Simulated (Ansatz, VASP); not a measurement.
## NbPdSe3: VASP beside Ansatz

INCAR

```
PREC = Accurate
ENCUT = 520
EDIFF = 1E-6
ISMEAR = 0
SIGMA = 0.1
LREAL = False
LASPH = True
NELM = 60
ALGO = Normal
ISIF = 2
LWAVE = False
LCHARG = False
GGA = PE
NBANDS = 28
```

Contents of KPOINTS:

```
regular mesh
0
Gamma
  6 6 4
```

File POSCAR:

```
NbPdSe3
1.0
    4.7582169000      0.0000000000      0.0000000000
   -2.3791084500      4.1207367100      0.0000000000
    0.0000000000      0.0000000000      6.1865155600
Nb Pd Se
1 1 3
Direct
    0.0000000000      0.0000000000      0.0000000000
    0.0000000000      0.0000000000      0.5000000000
    0.3333333300      0.6666666700      0.2623169400
    0.3333333300      0.6666666700      0.7376830600
    0.6666666700      0.3333333300      0.5000000000
```

Input for Ansatz:

```yaml
crystal:
  lattice:
    - [4.7582169, 0.0, 0.0]
    - [-2.37910845, 4.12073671, 0.0]
    - [0.0, 0.0, 6.18651556]
  atoms:
    - { symbol: Nb, position: [0.0, 0.0, 0.0] }
    - { symbol: Pd, position: [0.0, 0.0, 0.5] }
    - { symbol: Se, position: [0.33333333, 0.66666667, 0.26231694] }
    - { symbol: Se, position: [0.33333333, 0.66666667, 0.73768306] }
    - { symbol: Se, position: [0.66666667, 0.33333333, 0.5] }
basis:
  ecutwfc: 420
kpoints:
  mp_grid: { grid: [6, 6, 4] }
hamiltonian:
  xc: pbe
scf:
  occupations: { method: gaussian, width: 0.1 }
  lower_state_search: "off"
output:
  forces: true
  stress: true
  eigenvalues: true
```

Alike in both runs: task single point; functional PBE; k mesh 6 × 6 × 4; occupations gaussian, width 0.1 eV; no spin polarisation.

|  | VASP | Ansatz |
| --- | --- | --- |
| version | VASP 6.6.1 | Ansatz 0.2.0 |
| potentials or method | VASP PAW PBE potentials, release 64 (Nb_sv, Pd, Se), cutoff 520 eV | scalar-relativistic, plane waves, PAW |
| valence electrons in the cell | 41 | 79 |

VASP gave:

```
gap on the k mesh at the Fermi level (eV)                     : none
pressure (GPa)                                                : -11.1
traceless stress, the component that is largest in VASP (GPa) : 2.05
rms of the force components (eV/Å)                            : 0.881
```

Q: Estimate Ansatz's values.

A: gap on the k mesh at the Fermi level (eV): none; pressure (GPa): -11.1; traceless stress, the component that is largest in VASP (GPa): 2.04; rms of the force components (eV/Å): 0.881.

Atom by atom the forces differ by 0.001 eV/Å (rms over components). A gap of «none» marks a metal or a gap that the smearing closes. With one functional, cell and mesh, what is left measures potentials, basis and numerics. VASP's potentials hold 41 valence electrons a cell and Ansatz's 79, so a difference there can come from the potentials and not from the codes.
